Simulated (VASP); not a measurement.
# Al3Cu2 (P-3m1) in VASP: further runs

Al3Cu2 is run at these levels: PBEsol, PBEsol+D4, PBEsol+D3(BJ); tasks: single point.

Program: VASP 6.6.1. These are calculated values, not measurements. Logs are shortened: lines on timing, memory, paths and dates and some standing lists are left out, and cuts for length are marked.

### Step 1. The cell of the first run

It takes space group P-3m1 (No. 164, trigonal). The conventional cell has a = 4.092 Å, b = 4.092 Å, c = 4.993 Å, α = 90.00°, β = 90.00°, γ = 120.00°. Al (site symmetry -3m) has 6 Cu at 2.49 Å and 6 Al at 2.94 Å within 3.3 Å. Within 3.2 Å of Al (site symmetry 3m) lie 5 Cu at 2.44 to 2.55 Å and 6 Al at 2.80 to 2.94 Å. Within 3.2 Å of Cu (site symmetry 3m) lie 8 Al at 2.44 to 2.55 Å and 3 Cu at 2.85 Å.

### Step 2. Single point, PBEsol

INCAR reads:

```
ALGO = Fast
EDIFF = 1E-6
ENCUT = 520
GGA = PS
ISIF = 2
ISMEAR = 0
LASPH = T
LCHARG = F
LREAL = F
LWAVE = F
NBANDS = 24
NELM = 100
PREC = Accurate
SIGMA = 0.1
```

KPOINTS reads:

```
k-points
0
Gamma
  12 12 8
```

POSCAR reads:

```
Al3Cu2
1.0
    4.0919516368      0.0000000000      0.0000000000
   -2.0459758184      3.5437340685      0.0000000000
    0.0000000000      0.0000000000      4.9927787000
Al Cu
3 2
Direct
    0.0000000000      0.0000000000      0.0000000000
    0.3333333333      0.6666666667      0.3499253500
    0.6666666667      0.3333333333      0.6500746500
    0.3333333333      0.6666666667      0.8395121300
    0.6666666667      0.3333333333      0.1604878700
```

Potentials or basis: VASP PAW PBE potentials, release 64 (Al, Cu).

Started as:

```sh
> cat potpaw_PBE.64/Al/POTCAR potpaw_PBE.64/Cu/POTCAR > POTCAR
> mpirun -np 1 vasp_std > vasp.out
```

OUTCAR:

```text
EDIFF = 1E-6
   ENCUT = 520
   GGA = PS
   ISIF = 2
   ISMEAR = 0
   LASPH = T
   LREAL = F
   NELM = 100
   PREC = Accurate

 ion  position               nearest neighbor table
   1  0.000  0.000  0.000-   4 2.49   5 2.49   4 2.49   5 2.49   5 2.49   4 2.49   2 2.94   3 2.94
                             2 2.94   3 2.94   2 2.94   3 2.94
   2  0.333  0.667  0.350-   4 2.44   5 2.54   5 2.54   5 2.54   4 2.55   3 2.80   3 2.80   3 2.80
                             1 2.94   1 2.94   1 2.94
   3  0.667  0.333  0.650-   5 2.44   4 2.54   4 2.54   4 2.54   5 2.55   2 2.80   2 2.80   2 2.80
                             1 2.94   1 2.94   1 2.94
   4  0.333  0.667  0.840-   2 2.44   1 2.49   1 2.49   1 2.49   3 2.54   3 2.54   3 2.54   2 2.55

   5  0.667  0.333  0.160-   3 2.44   1 2.49   1 2.49   1 2.49   2 2.54   2 2.54   2 2.54   3 2.55

  LATTYP: Found a hexagonal cell.
 ALAT       =     4.0919516368
 C/A-ratio  =     1.2201460680

  Lattice vectors:

 A1 = (   4.0919516368,   0.0000000000,   0.0000000000)
 A2 = (  -2.0459758184,   3.5437340685,   0.0000000000)
 A3 = (   0.0000000000,   0.0000000000,   4.9927787000)

Analysis of symmetry for initial positions (statically):
=====================================================================
 Subroutine PRICEL returns:
 Original cell was already a primitive cell.

 Routine SETGRP: Setting up the symmetry group for a
 hexagonal supercell.

 Subroutine GETGRP returns: Found 12 space group operations
 (whereof 12 operations were pure point group operations)
 out of a pool of 24 trial point group operations.

The static configuration has the point symmetry D_3d.

Analysis of symmetry for dynamics (positions and initial velocities):
=====================================================================
 Subroutine PRICEL returns:
 Original cell was already a primitive cell.

 Routine SETGRP: Setting up the symmetry group for a
 hexagonal supercell.

 Subroutine GETGRP returns: Found 12 space group operations
 (whereof 12 operations were pure point group operations)
 out of a pool of 24 trial point group operations.

The dynamic configuration has the point symmetry D_3d.

 Subroutine INISYM returns: Found 12 space group operations
 (whereof 12 operations are pure point group operations),
 and found     1 'primitive' translations

----------------------------------------------------------------------------------------

                                     Primitive cell

  volume of cell :      72.3992

  direct lattice vectors                    reciprocal lattice vectors
     4.091951637  0.000000000  0.000000000     0.244382165  0.141094109  0.000000000
    -2.045975818  3.543734069  0.000000000     0.000000000  0.282188217  0.000000000
     0.000000000  0.000000000  4.992778700     0.000000000  0.000000000  0.200289270

  length of vectors
     4.091951637  4.091951637  4.992778700     0.282188217  0.282188217  0.200289270

  position of ions in fractional coordinates (direct lattice)
     0.000000000  0.000000000  0.000000000
     0.333333333  0.666666667  0.349925350
     0.666666667  0.333333333  0.650074650
     0.333333333  0.666666667  0.839512130
     0.666666667  0.333333333  0.160487870

  ion indices of the primitive-cell ions
   primitive index   ion index
                 1           1
                 2           2
                 3           3
                 4           4
                 5           5

----------------------------------------------------------------------------------------

 KPOINTS: k-points

Automatic generation of k-mesh.
 Grid dimensions read from file:
 generate k-points for:   12   12    8

 Generating k-lattice:

  Cartesian coordinates                     Fractional coordinates (reciprocal lattice)
     0.020365180  0.011757842  0.000000000     0.083333333  0.000000000  0.000000000
     0.000000000  0.023515685  0.000000000     0.000000000  0.083333333  0.000000000
     0.000000000  0.000000000  0.025036159     0.000000000  0.000000000  0.125000000

  Length of vectors
     0.023515685  0.023515685  0.025036159

  Shift w.r.t. Gamma in fractional coordinates (k-lattice)
     0.000000000  0.000000000  0.000000000

 Subroutine IBZKPT returns following result:
 ===========================================

 Found    131 irreducible k-points:

 Following reciprocal coordinates:
            Coordinates               Weight
  0.000000  0.000000  0.000000      1.000000
  0.083333  0.000000  0.000000      6.000000
  0.166667  0.000000  0.000000      6.000000
  0.250000  0.000000  0.000000      6.000000
  0.333333  0.000000  0.000000      6.000000
  0.416667  0.000000  0.000000      6.000000
[... 16 lines left out ...]
  0.166667  0.000000  0.125000      6.000000
  0.000000  0.166667  0.125000      6.000000
 [... further k-points ...]
   k-points           NKPTS =    131   k-points in BZ     NKDIM =    131   number of bands    NBANDS=     24
   number of dos      NEDOS =    301   number of ions     NIONS =      5
   total plane-waves  NPLWV =  36000
   dimension x,y,z NGX =    30 NGY =   30 NGZ =   40
   dimension x,y,z NGXF=    60 NGYF=   60 NGZF=   80
   ions per type =               3   2
   NGX,Y,Z   is equivalent  to a cutoff of  12.19, 12.19, 13.32 a.u.
   NGXF,Y,Z  is equivalent  to a cutoff of  24.38, 24.38, 26.64 a.u.
 SYSTEM =  unknown system
   PREC   = accura    normal or accurate (medium, high low for compatibility)
   ISTART =      0    job   : 0-new  1-cont  2-samecut
   ICHARG =      2    charge: 1-file 2-atom 10-const
   ISPIN  =      1    spin polarized calculation?
   LNONCOLLINEAR =      F non collinear calculations
   LSORBIT =      F    spin-orbit coupling
   LASPH  =      T    aspherical Exc in radial PAW
   ENCUT  =  520.0 eV  38.22 Ry    6.18 a.u.   7.61  7.61  9.28*2*pi/ulx,y,z
   NELM   =    100;   NELMIN=  2; NELMDL= -5     # of ELM steps
   EDIFF  = 0.1E-05   stopping-criterion for ELM
   LREAL  =      F    real-space projection
   EDIFFG = 0.1E-04   stopping-criterion for IOM
   NSW    =      0    number of steps for IOM
   IBRION =     -1    ionic relax: 0-MD 1-quasi-New 2-CG
   NFREE  =      0    steps in history (QN), initial steepest desc. (CG)
   ISIF   =      2    stress and relaxation
   ISYM   =      2    0-nonsym 1-usesym 2-fastsym
   POTIM  = 0.5000    time-step for ionic-motion
   TEBEG  =    0.0;   TEEND  =   0.0 temperature during run
   PSTRESS=    0.0 pullay stress
   NELECT =      31.0000    total number of electrons
   NUPDOWN=      -1.0000    fix difference up-down
   EMIN   =  10.00;   EMAX   =-10.00  energy-range for DOS
   EFERMI =   0.00;   METHOD = LEGACY
   ISMEAR =     0;   SIGMA  =   0.10  broadening in eV -4-tet -1-fermi 0-gaus
   EFERMI_NEDOS =   21; number of points for ismear=-14 and -15
   IALGO  =     68    algorithm
   IMIX   =      4    mixing-type and parameters
     AMIX     =   0.40;   BMIX     =  1.00
     AMIX_MAG =   1.60;   BMIX_MAG =  1.00
  volume/ion in A,a.u.               =      14.48        97.71
  Fermi-wavevector in a.u.,A,eV,Ry     =   1.233912  2.331755 20.715388  1.522538
  Thomas-Fermi vector in A             =   2.368623
   LORBIT       =      0    0 simple, 1 ext, 2 COOP (PROOUT), +10 PAW based schemes
   GGA     = PS    functional components
   LHFCALC =     F    Hartree Fock is set to
   AEXX    =    0.0000 exact exchange contribution
   IVDW    =     0    specifies the selected vdW correction
   LEPSILON=     F    determine dielectric tensor
   LRPA    =     F    only Hartree local field effects (RPA)
 non-spin polarized calculation
 RMM-DIIS sequential band-by-band and
 Gauss-broadening in eV      SIGMA  =   0.10
  energy-cutoff  :      520.00
  volume of cell :       72.40
 maximum number of plane-waves:      2010
   NGX = 15   NGY = 15   NGZ = 19

 number of electron      30.9999996 magnetization

 Free energy of the ion-electron system (eV)
  ---------------------------------------------------
  ext. energy  EPLUGINS =         0.00000000
  ---------------------------------------------------
  free energy    TOTEN  =       -21.71756637 eV

  energy without entropy =      -21.71060357  energy(sigma->0) =      -21.71408497

 E-fermi :   8.3039     XC(G=0): -11.0719

 val. band max:        8.2898713997   @ k =   0.3333   0.0833   0.0000
 cond. band min:       8.3091792589   @ k =  -0.0833   0.3333   0.1250
 fundamental gap:      0.0193078593
 Fermi energy:         8.3039366952

 k-point     1 :       0.0000    0.0000    0.0000
  band No.  band energies     occupation
      1      -2.9593      2.00000
      2       1.8598      2.00000
      3       2.4062      2.00000
      4       2.9504      2.00000
      5       2.9504      2.00000
      6       3.3068      2.00000
[... 16 lines left out ...]
     23      14.1563      0.00000
     24      14.1564      0.00000

 k-point     2 :       0.0833    0.0000    0.0000
  band No.  band energies     occupation
      1      -2.8767      2.00000
      2       1.9026      2.00000
      3       2.3997      2.00000
      4       2.9693      2.00000
      5       2.9756      2.00000
      6       3.2896      2.00000
[... 16 lines left out ...]
     23      13.8897      0.00000
     24      13.9134      0.00000

 k-point     3 :       0.1667    0.0000    0.0000
  band No.  band energies     occupation
      1      -2.6297      2.00000
      2       2.0146      2.00000
      3       2.3607      2.00000
      4       3.0129      2.00000
      5       3.0484      2.00000
      6       3.2437      2.00000
[... 16 lines left out ...]
     23      13.5278      0.00000
     24      13.8752      0.00000

 k-point     4 :       0.2500    0.0000    0.0000
  band No.  band energies     occupation
      1      -2.2223      2.00000
      2       2.1200      2.00000
      3       2.2243      2.00000
      4       2.9782      2.00000
      5       3.1569      2.00000
      6       3.2462      2.00000
[... 16 lines left out ...]
     23      13.5684      0.00000
     24      13.9918      0.00000

 k-point     5 :       0.3333    0.0000    0.0000
  band No.  band energies     occupation
      1      -1.6627      2.00000
      2       1.6805      2.00000
      3       2.2137      2.00000
      4       2.9363      2.00000
      5       3.2658      2.00000
      6       3.3044      2.00000
[... 16 lines left out ...]
     23      14.3265      0.00000
     24      15.1047      0.00000

 k-point     6 :       0.4167    0.0000    0.0000
  band No.  band energies     occupation
      1      -0.9728      2.00000
      2       0.8565      2.00000
      3       2.2076      2.00000
      4       3.0057      2.00000
      5       3.3211      2.00000
      6       3.3238      2.00000
[... 16 lines left out ...]
     23      15.6631      0.00000
     24      16.6013      0.00000
[... 379 lines left out ...]
 k-point    21 :       0.0833    0.0000    0.1250
  band No.  band energies     occupation
      1      -2.7881      2.00000
      2       1.3546      2.00000
      3       2.5942      2.00000
      4       2.9530      2.00000
      5       2.9614      2.00000
      6       3.2932      2.00000
[... 16 lines left out ...]
     23      13.9522      0.00000
     24      14.2102      0.00000

 k-point    22 :       0.0000    0.0833    0.1250
  band No.  band energies     occupation
      1      -2.7881      2.00000
      2       1.3532      2.00000
      3       2.5937      2.00000
      4       2.9545      2.00000
      5       2.9625      2.00000
      6       3.2801      2.00000
[... 16 lines left out ...]
     23      13.7946      0.00000
     24      14.0194      0.00000

 k-point    23 :       0.1667    0.0000    0.1250
  band No.  band energies     occupation
      1      -2.5416      2.00000
      2       1.5241      2.00000
      3       2.5227      2.00000
      4       2.9417      2.00000
      5       3.0351      2.00000
      6       3.2891      2.00000
[... 16 lines left out ...]
     23      13.8411      0.00000
     24      14.4711      0.00000

 k-point    24 :       0.0000    0.1667    0.1250
  band No.  band energies     occupation
      1      -2.5412      2.00000
      2       1.5128      2.00000
      3       2.5022      2.00000
      4       3.0015      2.00000
      5       3.0324      2.00000
      6       3.2375      2.00000
[... 16 lines left out ...]
     23      13.8637      0.00000
     24      14.2773      0.00000

 [... further k-points ...]
[... 5 lines left out ...]
  --------------------------------------------------------------------------------------
  -------------------------------------------------------------------------------------
  Total        0.2986018      0.2986018      0.0802904      0.0000000      0.0000000      0.0000000
  in kB        6.6079853      6.6079853      1.7768067      0.0000000      0.0000000      0.0000000
  external PRESSURE =       4.9975924 kB  Pullay stress =       0.0000000 kB

 VOLUME and BASIS-vectors are now :
 -----------------------------------------------------------------------------
  energy-cutoff  :      520.00
  volume of cell :       72.40
      direct lattice vectors                 reciprocal lattice vectors
     4.091951637  0.000000000  0.000000000     0.244382165  0.141094109  0.000000000
    -2.045975818  3.543734069  0.000000000     0.000000000  0.282188217  0.000000000
     0.000000000  0.000000000  4.992778700     0.000000000  0.000000000  0.200289270

 POSITION                                       TOTAL-FORCE (eV/Angst)
 -----------------------------------------------------------------------------------
      0.00000      0.00000      0.00000        -0.000000      0.000000      0.000000
     -0.00000      2.36249      1.74710         0.000000      0.000000      0.031544
      2.04598      1.18124      3.24568        -0.000000      0.000000     -0.031544
     -0.00000      2.36249      4.19150        -0.000000      0.000000      0.061063
      2.04598      1.18124      0.80128        -0.000000     -0.000000     -0.061063
 -----------------------------------------------------------------------------------
    total drift:                               -0.000000      0.000000      0.000000

  FREE ENERGIE OF THE ION-ELECTRON SYSTEM (eV)
  ---------------------------------------------------
  free  energy   TOTEN  =       -21.7175663700 eV

  energy  without entropy=      -21.7106035721  energy(sigma->0) =      -21.71408497
```

It took 2.2 min on 1 thread of Intel Xeon 6975P-C (Granite Rapids), shared host; peak memory 0.32 GiB.

What came out:

- Free energy: -21.7176 eV
- Pressure: 0.5 GPa
- Largest force: 0.061 eV/Å

Forces in eV/Å, atoms in the order of the input:
```
Al   0.000  0.000  0.000
Al   0.000  0.000  0.032
Al   0.000  0.000 -0.032
Cu   0.000  0.000  0.061
Cu   0.000  0.000 -0.061
```

Caveat: the PAW data sets were made with another functional, which shifts forces and pressure a little.

### Step 3. Single point, PBEsol+D4

This run uses another cell than the first one, of 14.18 Å³/atom, 0.980 times its volume.

INCAR reads:

```
  ALGO = Fast
  EDIFF = 1E-6
  ENCUT = 520
  GGA = PS
  ISIF = 2
  ISMEAR = 0
  IVDW = 13
  LASPH = True
  LCHARG = False
  LREAL = False
  LWAVE = False
  NBANDS = 24
  NELM = 60
  PREC = Accurate
  SIGMA = 0.1
```

KPOINTS is that of step 2.

POSCAR reads:

```
Al3Cu2
1.0
    4.0683605240      0.0000000000      0.0000000000
   -2.0341802620      3.5233035655      0.0000000000
    0.0000000000      0.0000000000      4.9475652230
Al Cu
3 2
Direct
    0.0000000000      0.0000000000      0.0000000000
    0.3333333333      0.6666666667      0.3517657365
    0.6666666667      0.3333333333      0.6482342635
    0.3333333333      0.6666666667      0.8423706184
    0.6666666667      0.3333333333      0.1576293816
```

Potentials or basis: VASP PAW PBE potentials, release 64 (Al, Cu).

Started as:

```sh
> cat potpaw_PBE.64/Al/POTCAR potpaw_PBE.64/Cu/POTCAR > POTCAR
> mpirun -np 1 vasp_std > vasp.out
```

It took 4.4 min on 1 thread of Intel Xeon 6975P-C, shared host; peak memory 0.32 GiB.

It converged, with:

| Property | Result |
| --- | --- |
| Free energy | -22.9298 eV |
| Pressure | 0.3 GPa |
| Largest force | 0.004 eV/Å |
| Dispersion energy per atom | -0.245 eV |

Forces in eV/Å, atoms in the order of the input:
```
Al   0.000  0.000  0.000
Al   0.000  0.000  0.003
Al   0.000  0.000 -0.003
Cu   0.000  0.000  0.004
Cu   0.000  0.000 -0.004
```

Levels at points of the mesh, in eV from the Fermi level:
```csv
k point,band 12,band 13,band 14,band 15,band 16,band 17,band 18,band 19
"(0.00, 0.00, 0.00)",-3.73,-3.71,-0.22,-0.22,1.34,1.34,2.61,2.95
"(0.50, 0.00, 0.00)",-4.17,-3.12,-3.04,-2.63,-0.74,-0.02,0.36,3.07
"(0.00, 0.00, 0.50)",-4.26,1.20,1.20,1.30,1.30,1.79,2.46,2.46
"(0.50, 0.00, 0.50)",-4.29,-4.21,-3.58,-1.81,-0.18,0.74,1.00,5.18
```

Caveat: the PAW data sets were made with another functional, which shifts forces and pressure a little; pairwise dispersion overbinds metals, which lowers pressure and volume.

### Step 4. Single point, PBEsol

INCAR reads:

```
PREC = Accurate ; ENCUT = 520
EDIFF = 1E-6 ; ISMEAR = 0
SIGMA = 0.1 ; LREAL = False
LASPH = True ; NELM = 60
ALGO = Fast ; ISIF = 2
LWAVE = False ; LCHARG = True
GGA = PS ; LELF = True
LVHAR = True ; NBANDS = 24
```

KPOINTS reads:

```
regular mesh
0
Gamma
  12 12 8
```

POSCAR reads:

```
Al3Cu2
1.0
    4.0919516368      0.0000000000      0.0000000000
   -2.0459758184      3.5437340685      0.0000000000
    0.0000000000      0.0000000000      4.9927787000
Al Cu
3 2
Direct
    0.0000000000      0.0000000000      0.0000000000
    0.3333333300      0.6666666700      0.3499253500
    0.6666666700      0.3333333300      0.6500746500
    0.3333333300      0.6666666700      0.8395121300
    0.6666666700      0.3333333300      0.1604878700
```

Started as:

```sh
> cat potpaw_PBE.64/Al/POTCAR potpaw_PBE.64/Cu/POTCAR > POTCAR
> mpirun -np 1 vasp_std > vasp.out
```

Run time: 3.9 min. Hardware: 1 thread of Intel Xeon 6975P-C, shared host; peak memory 0.32 GiB.

The run converged. Its results:

```yaml
Free_energy: -21.7176 eV
Pressure: 0.5 GPa
Largest_force: 0.061 eV/Å
```

Forces on the atoms (eV/Å):
```
Al   0.000  0.000  0.000
Al   0.000  0.000  0.032
Al   0.000  0.000 -0.032
Cu   0.000  0.000  0.061
Cu   0.000  0.000 -0.061
```

Stress tensor (GPa, compression positive):
```
0.66 0.00 0.00
0.00 0.66 0.00
0.00 0.00 0.18
```

Levels at points of the mesh, in eV from the Fermi level:
```
           k point  band 12  band 13  band 14  band 15  band 16  band 17  band 18  band 19
(0.00, 0.00, 0.00)    -3.69    -3.62    -0.16    -0.16     1.36     1.36     2.56     2.92
(0.50, 0.00, 0.00)    -4.08    -3.03    -2.98    -2.56    -0.78    -0.06     0.39     3.01
(0.00, 0.00, 0.50)    -4.16     1.21     1.21     1.35     1.35     1.80     2.44     2.44
(0.50, 0.00, 0.50)    -4.20    -4.12    -3.52    -1.74    -0.16     0.77     0.96     5.13
```

Caveat: the PAW data sets were made with another functional, which shifts forces and pressure a little.

[end of part 1 of 2]
